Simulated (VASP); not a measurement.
Here is a VASP 6.6.1 calculation.

File INCAR:

```
SYSTEM = SiC
ALGO     = Normal         ! electronic algorithm
EDIFF    = 1E-6           ! SCF threshold, eV
ENCUT    = 520            ! plane-wave cutoff, eV
GGA      = PS             ! functional
ISIF     = 2              ! what is computed and relaxed
ISMEAR   = -1             ! smearing method
LASPH    = .TRUE.         ! aspherical terms in the spheres
LCHARG   = .TRUE.         ! write CHGCAR
LELF     = .TRUE.         ! ELF
LREAL    = .FALSE.        ! projectors in reciprocal space
LVHAR    = .TRUE.       
LWAVE    = .FALSE.        ! write WAVECAR
NBANDS   = 16             ! bands
NELM     = 100            ! most SCF steps
PREC     = Accurate       ! precision mode
SIGMA    = 0.02           ! smearing width, eV
```

Contents of KPOINTS:

```
k-points
0
G
  12 12 6
  0 0 0
```

The input POSCAR:

```
SiC
1.0
    3.1666296321      0.0000000000      0.0000000000
   -1.5833148160      2.7423817058      0.0000000000
    0.0000000000      0.0000000000      4.6955082710
Si C
2 2
Direct
    0.3333333333      0.6666666667      0.2500000000
    0.6666666667      0.3333333333      0.7500000000
    0.6666666667      0.3333333333      0.2500000000
    0.3333333333      0.6666666667      0.7500000000
```

Potentials or basis: VASP PAW PBE potentials, release 64 (Si, C).

Launch:

```console
$ cat potpaw_PBE.64/Si/POTCAR potpaw_PBE.64/C/POTCAR > POTCAR
$ mpirun -np 1 vasp_std > vasp.out
```

(1) Estimate the pressure.

(2) What does it give for the band gap on the k mesh?

Results:

(1) 0.3 GPa.

(2) zero (band 8 reaches 10.95 eV, above the bottom of band 9 at 10.00 eV).

Caveat: the PAW data sets were made with another functional, which shifts forces and pressure a little.
